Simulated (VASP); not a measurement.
# Os (P6_3/mmc) in VASP: notebook

Os is run at these levels: BLYP; tasks: single point, relaxation of cell and atoms.

All numbers are computed with VASP 6.6.1; they aren't measurements. Logs are shortened: lines on timing, memory, paths and dates and some standing lists are left out, and cuts for length are marked.

**1. The cell of the first run**

The structure is hexagonal, space group P6_3/mmc (No. 194). The conventional cell has a = 2.906 Å, b = 2.906 Å, c = 4.568 Å, α = 90.00°, β = 90.00°, γ = 120.00°. Os (site symmetry -6m2) has 12 Os at 2.83 to 2.91 Å within 3.7 Å.

**2. Single point, BLYP (16.70 Å³/atom)**

Input file INCAR:

```
SYSTEM = Os
  AGGAC = 1.0
  AGGAX = 1.0
  ALDAC = 0.0
  ALDAX = 1.0
  ALGO = Normal
  EDIFF = 1E-6
  ENCUT = 520
  GGA = B5
  ISIF = 2
  ISMEAR = -1
  LASPH = .TRUE.
  LCHARG = .FALSE.
  LREAL = .FALSE.
  LWAVE = .FALSE.
  NBANDS = 15
  NELM = 100
  PREC = Accurate
  SIGMA = 0.1
```

Input file KPOINTS:

```
k-points
0
G
  21 21 12
  0 0 0
```

Input file POSCAR:

```
Os
1.0
    2.9056693092      0.0000000000      0.0000000000
   -1.4528346546      2.5163834368      0.0000000000
    0.0000000000      0.0000000000      4.5676294004
Os
2
Direct
    0.3333333333      0.6666666667      0.2500000000
    0.6666666667      0.3333333333      0.7500000000
```

Potentials or basis: VASP PAW PBE potentials, release 64 (Os).

Started as:

```
> cat potpaw_PBE.64/Os/POTCAR > POTCAR
> mpirun -np 1 vasp_std > vasp.out
```

OUTCAR:

```text
SYSTEM = Os
   EDIFF = 1E-6
   ENCUT = 520
   GGA = B5
   ISIF = 2
   ISMEAR = -1
   LASPH = .TRUE.
   LREAL = .FALSE.
   NELM = 100
   PREC = Accurate

 ion  position               nearest neighbor table
   1  0.333  0.667  0.250-   2 2.83   2 2.83   2 2.83   2 2.83   2 2.83   2 2.83
   2  0.667  0.333  0.750-   1 2.83   1 2.83   1 2.83   1 2.83   1 2.83   1 2.83

  LATTYP: Found a hexagonal cell.
 ALAT       =     2.9056693092
 C/A-ratio  =     1.5719715199

  Lattice vectors:

 A1 = (   2.9056693092,   0.0000000000,   0.0000000000)
 A2 = (  -1.4528346546,   2.5163834368,   0.0000000000)
 A3 = (   0.0000000000,   0.0000000000,   4.5676294004)

Analysis of symmetry for initial positions (statically):
=====================================================================
 Subroutine PRICEL returns:
 Original cell was already a primitive cell.

 Routine SETGRP: Setting up the symmetry group for a
 hexagonal supercell.

 Subroutine GETGRP returns: Found 24 space group operations
 (whereof 12 operations were pure point group operations)
 out of a pool of 24 trial point group operations.

The static configuration has the point symmetry D_3d.
 The point group associated with its full space group is D_6h.

Analysis of symmetry for dynamics (positions and initial velocities):
=====================================================================
 Subroutine PRICEL returns:
 Original cell was already a primitive cell.

 Routine SETGRP: Setting up the symmetry group for a
 hexagonal supercell.

 Subroutine GETGRP returns: Found 24 space group operations
 (whereof 12 operations were pure point group operations)
 out of a pool of 24 trial point group operations.

The dynamic configuration has the point symmetry D_3d.
 The point group associated with its full space group is D_6h.

 Subroutine INISYM returns: Found 24 space group operations
 (whereof 12 operations are pure point group operations),
 and found     1 'primitive' translations

----------------------------------------------------------------------------------------

                                     Primitive cell

  volume of cell :      33.3975

  direct lattice vectors                    reciprocal lattice vectors
     2.905669309  0.000000000  0.000000000     0.344154786  0.198697858  0.000000000
    -1.452834655  2.516383437  0.000000000     0.000000000  0.397395717  0.000000000
     0.000000000  0.000000000  4.567629400     0.000000000  0.000000000  0.218931947

  length of vectors
     2.905669309  2.905669309  4.567629400     0.397395717  0.397395717  0.218931947

  position of ions in fractional coordinates (direct lattice)
     0.333333333  0.666666667  0.250000000
     0.666666667  0.333333333  0.750000000

  ion indices of the primitive-cell ions
   primitive index   ion index
                 1           1
                 2           2

----------------------------------------------------------------------------------------

 KPOINTS: k-points

Automatic generation of k-mesh.
 Grid dimensions read from file:
 generate k-points for:   21   21   12

 Generating k-lattice:

  Cartesian coordinates                     Fractional coordinates (reciprocal lattice)
     0.016388323  0.009461803  0.000000000     0.047619048  0.000000000  0.000000000
     0.000000000  0.018923606  0.000000000     0.000000000  0.047619048  0.000000000
     0.000000000  0.000000000  0.018244329     0.000000000  0.000000000  0.083333333

  Length of vectors
     0.018923606  0.018923606  0.018244329

  Shift w.r.t. Gamma in fractional coordinates (k-lattice)
     0.000000000  0.000000000  0.000000000

 Subroutine IBZKPT returns following result:
 ===========================================

 Found    336 irreducible k-points:

 Following reciprocal coordinates:
            Coordinates               Weight
  0.000000  0.000000  0.000000      1.000000
  0.047619  0.000000  0.000000      6.000000
  0.095238  0.000000  0.000000      6.000000
  0.142857  0.000000  0.000000      6.000000
  0.190476  0.000000  0.000000      6.000000
  0.238095  0.000000  0.000000      6.000000
[... 16 lines left out ...]
  0.142857  0.095238  0.000000     12.000000
  0.190476  0.095238  0.000000     12.000000
 [... further k-points ...]
   k-points           NKPTS =    336   k-points in BZ     NKDIM =    336   number of bands    NBANDS=     15
   number of dos      NEDOS =    301   number of ions     NIONS =      2
   total plane-waves  NPLWV =  20736
   dimension x,y,z NGX =    24 NGY =   24 NGZ =   36
   dimension x,y,z NGXF=    48 NGYF=   48 NGZF=   72
   ions per type =               2
   NGX,Y,Z   is equivalent  to a cutoff of  13.73, 13.73, 13.10 a.u.
   NGXF,Y,Z  is equivalent  to a cutoff of  27.46, 27.46, 26.21 a.u.
 SYSTEM =  Os
   PREC   = accura    normal or accurate (medium, high low for compatibility)
   ISTART =      0    job   : 0-new  1-cont  2-samecut
   ICHARG =      2    charge: 1-file 2-atom 10-const
   ISPIN  =      1    spin polarized calculation?
   LNONCOLLINEAR =      F non collinear calculations
   LSORBIT =      F    spin-orbit coupling
   LASPH  =      T    aspherical Exc in radial PAW
   ENCUT  =  520.0 eV  38.22 Ry    6.18 a.u.   5.40  5.40  8.49*2*pi/ulx,y,z
   NELM   =    100;   NELMIN=  2; NELMDL= -5     # of ELM steps
   EDIFF  = 0.1E-05   stopping-criterion for ELM
   LREAL  =      F    real-space projection
   EDIFFG = 0.1E-04   stopping-criterion for IOM
   NSW    =      0    number of steps for IOM
   IBRION =     -1    ionic relax: 0-MD 1-quasi-New 2-CG
   NFREE  =      0    steps in history (QN), initial steepest desc. (CG)
   ISIF   =      2    stress and relaxation
   ISYM   =      2    0-nonsym 1-usesym 2-fastsym
   POTIM  = 0.5000    time-step for ionic-motion
   TEBEG  =    0.0;   TEEND  =   0.0 temperature during run
   PSTRESS=    0.0 pullay stress
   NELECT =      16.0000    total number of electrons
   NUPDOWN=      -1.0000    fix difference up-down
   EMIN   =  10.00;   EMAX   =-10.00  energy-range for DOS
   EFERMI =   0.00;   METHOD = LEGACY
   ISMEAR =    -1;   SIGMA  =   0.10  broadening in eV -4-tet -1-fermi 0-gaus
   EFERMI_NEDOS =   21; number of points for ismear=-14 and -15
   IALGO  =     38    algorithm
   IMIX   =      4    mixing-type and parameters
     AMIX     =   0.40;   BMIX     =  1.00
     AMIX_MAG =   1.60;   BMIX_MAG =  1.00
  volume/ion in A,a.u.               =      16.70       112.69
  Fermi-wavevector in a.u.,A,eV,Ry     =   1.280984  2.420708 22.326055  1.640919
  Thomas-Fermi vector in A             =   2.413380
   LORBIT       =      0    0 simple, 1 ext, 2 COOP (PROOUT), +10 PAW based schemes
   GGA     = B5    functional components
   LHFCALC =     F    Hartree Fock is set to
   AEXX    =    0.0000 exact exchange contribution
   IVDW    =     0    specifies the selected vdW correction
   LEPSILON=     F    determine dielectric tensor
   LRPA    =     F    only Hartree local field effects (RPA)
 non-spin polarized calculation
  energy-cutoff  :      520.00
  volume of cell :       33.40
 maximum number of plane-waves:       929
 NGX is ok and might be reduce to    24
   NGX = 11   NGY = 11   NGZ = 17

 number of electron      15.9999998 magnetization

 Free energy of the ion-electron system (eV)
  ---------------------------------------------------
  ext. energy  EPLUGINS =         0.00000000
  ---------------------------------------------------
  free energy    TOTEN  =       -19.01074583 eV

  energy without entropy =      -18.95591718  energy(sigma->0) =      -18.98333150

 E-fermi :   7.5790     XC(G=0): -12.3591

 val. band max:        7.5776414854   @ k =   0.2857   0.0952   0.0000
 cond. band min:       7.5817495935   @ k =   0.2381   0.0476   0.0000
 fundamental gap:      0.0041081081
 Fermi energy:         7.5790013954

 k-point     1 :       0.0000    0.0000    0.0000
  band No.  band energies     occupation
      1      -1.6517      2.00000
      2       1.3884      2.00000
      3       5.2134      2.00000
      4       5.2134      2.00000
      5       5.4315      2.00000
      6       5.8383      2.00000
      7       5.8383      2.00000
      8       6.2837      2.00000
      9       6.2837      2.00000
     10       8.0264      0.02254
     11       8.8271      0.00001
     12       8.8271      0.00001
     13      14.7761      0.00000
     14      21.8936      0.00000
     15      24.3569      0.00000

 k-point     2 :       0.0476    0.0000    0.0000
  band No.  band energies     occupation
      1      -1.5756      2.00000
      2       1.4554      2.00000
      3       5.0438      2.00000
      4       5.2763      2.00000
      5       5.5859      2.00000
      6       5.7978      2.00000
      7       5.8963      2.00000
      8       6.2110      2.00000
      9       6.2354      2.00000
     10       7.4927      1.40652
     11       8.8586      0.00001
     12       9.4646      0.00000
     13      14.7666      0.00000
     14      22.0278      0.00000
     15      24.4506      0.00000

 k-point     3 :       0.0952    0.0000    0.0000
  band No.  band energies     occupation
      1      -1.3509      2.00000
      2       1.6477      2.00000
      3       4.7792      2.00000
      4       5.4631      2.00000
      5       5.6654      2.00000
      6       5.8409      2.00000
      7       5.9377      2.00000
      8       6.0681      2.00000
      9       6.1025      2.00000
     10       6.8840      1.99808
     11       8.9425      0.00000
     12      10.4420      0.00000
     13      14.7356      0.00000
     14      22.3725      0.00000
     15      24.7072      0.00000
[... 343 lines left out ...]
 k-point    23 :       0.1429    0.0952    0.0000
  band No.  band energies     occupation
      1      -0.3096      2.00000
      2       2.4200      2.00000
      3       4.1011      2.00000
      4       4.6527      2.00000
      5       5.3189      2.00000
      6       5.4314      2.00000
      7       6.3708      1.99999
      8       6.3759      1.99999
      9       6.4307      1.99998
     10       7.0442      1.99053
     11       9.1630      0.00000
     12      12.9919      0.00000
     13      14.5739      0.00000
     14      21.6026      0.00000
     15      22.2995      0.00000

 k-point    24 :       0.1905    0.0952    0.0000
  band No.  band energies     occupation
      1       0.2403      2.00000
      2       2.6671      2.00000
      3       3.9639      2.00000
      4       4.1210      2.00000
      5       5.2326      2.00000
      6       5.2434      2.00000
      7       6.2070      2.00000
      8       6.6936      1.99971
      9       6.9606      1.99588
     10       7.5692      1.04890
     11       9.2430      0.00000
     12      14.0292      0.00000
     13      14.5063      0.00000
     14      19.9775      0.00000
     15      21.3722      0.00000

 [... further k-points ...]
[... 5 lines left out ...]
  --------------------------------------------------------------------------------------
  -------------------------------------------------------------------------------------
  Total       -5.7250833     -5.7250833     -6.0909243     -0.0000000      0.0000000      0.0000000
  in kB     -274.6493215   -274.6493215   -292.1998039     -0.0000000      0.0000000      0.0000000
  external PRESSURE =    -280.4994823 kB  Pullay stress =       0.0000000 kB

 VOLUME and BASIS-vectors are now :
 -----------------------------------------------------------------------------
  energy-cutoff  :      520.00
  volume of cell :       33.40
      direct lattice vectors                 reciprocal lattice vectors
     2.905669309  0.000000000  0.000000000     0.344154786  0.198697858  0.000000000
    -1.452834655  2.516383437  0.000000000     0.000000000  0.397395717  0.000000000
     0.000000000  0.000000000  4.567629400     0.000000000  0.000000000  0.218931947

 POSITION                                       TOTAL-FORCE (eV/Angst)
 -----------------------------------------------------------------------------------
     -0.00000      1.67759      1.14191        -0.000000     -0.000000      0.000000
      1.45283      0.83879      3.42572         0.000000      0.000000      0.000000
 -----------------------------------------------------------------------------------
    total drift:                                0.000000     -0.000000      0.000000

  FREE ENERGIE OF THE ION-ELECTRON SYSTEM (eV)
  ---------------------------------------------------
  free  energy   TOTEN  =       -19.0107458289 eV

  energy  without entropy=      -18.9559171769  energy(sigma->0) =      -18.98333150
```

It took 57 s on 1 thread of Intel Xeon 6975P-C (Granite Rapids), shared host; peak memory 0.27 GiB.

Results:

* Free energy: -19.0107 eV
* Pressure: -28.0 GPa
* Band gap on the k mesh: zero (bands 8 and 9 overlap by 2.92 eV)

Caveat: the cell stands under tension; the PAW data sets were made with another functional, which shifts forces and pressure a little; spin-orbit coupling is left out, which moves the levels of the heavy elements.

**3. Single point, BLYP, non-collinear spin, zero start, spin-orbit coupling**

This run uses another cell than the first one, of 14.91 Å³/atom.

Input file INCAR:

```
SYSTEM = Os
PREC     = Accurate       ! precision mode
ENCUT    = 520            ! plane-wave cutoff, eV
EDIFF    = 1E-6           ! SCF threshold, eV
ISMEAR   = -1             ! smearing method
SIGMA    = 0.1            ! smearing width, eV
LREAL    = .False.        ! projectors in reciprocal space
LASPH    = .True.         ! aspherical terms in the spheres
NELM     = 150            ! most SCF steps
ALGO     = Normal         ! electronic algorithm
ISIF     = 2              ! what is computed and relaxed
LWAVE    = .False.        ! write WAVECAR
LCHARG   = .False.        ! write CHGCAR
MAGMOM   = 0 0 0 0 0 0    ! initial moments
LORBIT   = 11             ! projections on sites
LSORBIT  = .True.         ! spin-orbit coupling
GGA_COMPAT= .False.      
LORBMOM  = .True.       
LMAXMIX  = 4              ! l up to which the mixer works
GGA      = B5             ! functional
ALDAX    = 1.0          
AGGAX    = 1.0          
AGGAC    = 1.0          
ALDAC    = 0.0          
NBANDS   = 28             ! bands
```

Input file KPOINTS:

```
regular mesh
0
Gamma
  13 13 7
  0 0 0
```

Input file POSCAR:

```
Os
1.0
    2.7979514778      0.0000000000      0.0000000000
   -1.3989757389      2.4230970584      0.0000000000
    0.0000000000      0.0000000000      4.3983000374
Os
2
Direct
    0.3333333333      0.6666666667      0.2500000000
    0.6666666667      0.3333333333      0.7500000000
```

Potentials or basis: VASP PAW PBE potentials, release 64 (Os).

Started as:

```
> cat potpaw_PBE.64/Os/POTCAR > POTCAR
> mpirun -np 1 vasp_ncl > vasp.out
```

OUTCAR:

```text
SYSTEM = Os
   PREC = Accurate
   ENCUT = 520
   EDIFF = 1E-6
   ISMEAR = -1
   LREAL = .False.
   LASPH = .True.
   NELM = 150
   ISIF = 2
   LORBIT = 11
   LSORBIT = .True.
   GGA = B5

 ion  position               nearest neighbor table
   1  0.333  0.667  0.250-   2 2.73   2 2.73   2 2.73   2 2.73   2 2.73   2 2.73
   2  0.667  0.333  0.750-   1 2.73   1 2.73   1 2.73   1 2.73   1 2.73   1 2.73

  LATTYP: Found a hexagonal cell.
 ALAT       =     2.7979514778
 C/A-ratio  =     1.5719715200

  Lattice vectors:

 A1 = (   2.7979514778,   0.0000000000,   0.0000000000)
 A2 = (  -1.3989757389,   2.4230970584,   0.0000000000)
 A3 = (   0.0000000000,   0.0000000000,   4.3983000374)

Analysis of symmetry for initial positions (statically):
=====================================================================
 Subroutine PRICEL returns:
 Original cell was already a primitive cell.

 Routine SETGRP: Setting up the symmetry group for a
 hexagonal supercell.

 Subroutine GETGRP returns: Found 24 space group operations
 (whereof 12 operations were pure point group operations)
 out of a pool of 24 trial point group operations.

[... 1012 lines left out ...]
     0.0000000     0.0000000     0.0000000     0.0000000     0.0000000     0.0000000     0.0000000
     0.0000000     0.0000000     0.0000000     0.0000000     0.0000000     0.0000000     0.0000000
     0.0000000     0.0000000     0.0000000     0.0000000     0.0000000     0.0000000     0.0000000
     0.0000000     0.0000000     0.0000000     0.0000000     0.0000000     0.0000000     0.0000000
     0.0000000     0.0000000     0.0000000     0.0000000     0.0000000     0.0000000     0.0000000

 Ion:    2  E_soc:     -0.6569330
 l=   1
     0.0000000    -0.0406937    -0.0393686
    -0.0406937     0.0000000    -0.0406937
    -0.0393686    -0.0406937     0.0000000
 l=   2
     0.0000000    -0.0142852     0.0000000    -0.0142852    -0.0566717
    -0.0142852     0.0000000    -0.0399524    -0.0139932    -0.0142852
     0.0000000    -0.0399524     0.0000000    -0.0399524     0.0000000
    -0.0142852    -0.0139932    -0.0399524     0.0000000    -0.0142852
    -0.0566717    -0.0142852     0.0000000    -0.0142852     0.0000000
 l=   3
     0.0000000     0.0000000     0.0000000     0.0000000     0.0000000     0.0000000     0.0000000
     0.0000000     0.0000000     0.0000000     0.0000000     0.0000000     0.0000000     0.0000000
     0.0000000     0.0000000     0.0000000     0.0000000     0.0000000     0.0000000     0.0000000
     0.0000000     0.0000000     0.0000000     0.0000000     0.0000000     0.0000000     0.0000000
     0.0000000     0.0000000     0.0000000     0.0000000     0.0000000     0.0000000     0.0000000
     0.0000000     0.0000000     0.0000000     0.0000000     0.0000000     0.0000000     0.0000000
     0.0000000     0.0000000     0.0000000     0.0000000     0.0000000     0.0000000     0.0000000

 total charge

# of ion       s       p       d       tot
------------------------------------------
    1        0.631   0.695   6.018   7.344
    2        0.631   0.695   6.018   7.344
--------------------------------------------------
tot          1.262   1.390  12.037  14.688

 magnetization (x)

# of ion       s       p       d       tot
------------------------------------------
    1       -0.000   0.000  -0.000  -0.000
    2       -0.000   0.000  -0.000  -0.000
--------------------------------------------------
tot         -0.000   0.000  -0.000  -0.000

 magnetization (y)

# of ion       s       p       d       tot
------------------------------------------
    1        0.000   0.000   0.000   0.000
    2        0.000   0.000  -0.000  -0.000
--------------------------------------------------
tot          0.000   0.000  -0.000  -0.000

 magnetization (z)

# of ion       s       p       d       tot
------------------------------------------
    1        0.000   0.000   0.000   0.000
    2        0.000   0.000   0.000   0.000
--------------------------------------------------
tot          0.000   0.000   0.000   0.000
```

OSZICAR:

```text
N       E                     dE             d eps       ncg     rms          rms(c)
DAV:   1     0.123502848395E+03    0.12350E+03   -0.72682E+03  4704   0.110E+03
DAV:   2    -0.137119099429E+02   -0.13721E+03   -0.12348E+03  4748   0.380E+02
DAV:   3    -0.211329099977E+02   -0.74210E+01   -0.69427E+01  5656   0.741E+01
DAV:   4    -0.212737791722E+02   -0.14087E+00   -0.13933E+00  5396   0.109E+01
DAV:   5    -0.212749761715E+02   -0.11970E-02   -0.11966E-02  5252   0.867E-01    0.226E+01
DAV:   6    -0.202493675502E+02    0.10256E+01   -0.10317E+00  5400   0.921E+00    0.105E+01
DAV:   7    -0.199987974686E+02    0.25057E+00   -0.48274E-01  5600   0.611E+00    0.429E+00
DAV:   8    -0.199914684557E+02    0.73290E-02   -0.11709E-02  5092   0.105E+00    0.527E-01
DAV:   9    -0.199878472406E+02    0.36212E-02   -0.45747E-03  4892   0.679E-01    0.188E-01
DAV:  10    -0.199878479650E+02   -0.72444E-06   -0.39250E-05  5484   0.639E-02    0.254E-02
DAV:  11    -0.199878397808E+02    0.81842E-05   -0.90853E-07  3712   0.143E-02    0.143E-02
DAV:  12    -0.199878317389E+02    0.80419E-05   -0.17725E-06  4964   0.183E-02    0.521E-03
DAV:  13    -0.199878305799E+02    0.11589E-05   -0.84003E-08  2468   0.361E-03    0.113E-03
DAV:  14    -0.199878305718E+02    0.81158E-08   -0.16931E-08  2396   0.126E-03
   1 F= -.19987831E+02 E0= -.19965204E+02  d E =-.452537E-01  mag=     0.0000    -0.0000     0.0000
```

Wall time 82 s (1 thread of Intel Xeon 6975P-C (Granite Rapids), shared host); peak memory 0.29 GiB.

Results:

- Free energy: -19.9878 eV
- Pressure: 3.1 GPa
- Net moment: 0.00 μB per cell
- Valence electrons inside the program's atomic spheres: Os 7.34

Moments on the atoms (μB; x, y, z):
```
Os  0.00 0.00 0.00
Os  0.00 0.00 0.00
```

Caveat: the cell stands under pressure; the PAW data sets were made with another functional, which shifts forces and pressure a little.

(Part 1 of 2 ends here.)
